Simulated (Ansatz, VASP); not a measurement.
## In3Se: VASP beside Ansatz

```
In Se
1.0
     4.39919    0.00000    0.00000
     0.00000    4.39919    0.00000
     0.00000    0.00000    5.15771
In Se
3 1
Direct
  0.50000 0.00000 0.48877
  0.00000 0.50000 0.48877
  0.00000 0.00000 0.36954
  0.50000 0.50000 0.31876
```

Alike in both runs: task relaxation of cell and atoms; functional PBE; k mesh 4 × 4 × 4; occupations gaussian, width 0.1 eV; no spin polarisation.

|  | VASP | Ansatz |
| --- | --- | --- |
| version | VASP 6.6.1 | Ansatz 0.2.0 |
| potentials or method | VASP PAW PBE potentials, release 64 (In_d, Se), cutoff 600 eV | scalar-relativistic, plane waves, PAW |
| valence electrons in the cell | 45 | 55 |

|  | VASP | Ansatz | Ansatz less VASP |
| --- | --- | --- | --- |
| gap on the k mesh at the Fermi level, each at its own relaxed structure (eV) | none | none | - |
| relaxed volume (Å³/atom) | 26.13 | 28.60 | +2.467 |
| relaxed cell length with the largest relative difference (Å) | 3.058 | 4.615 | +1.5572 |

A gap of «none» marks a metal or a gap that the smearing closes. One of these differences is far larger than is usual between the two programs; its cause wasn't traced. VASP's potentials hold 45 valence electrons a cell and Ansatz's 55, so a difference there can come from the potentials and not from the codes.
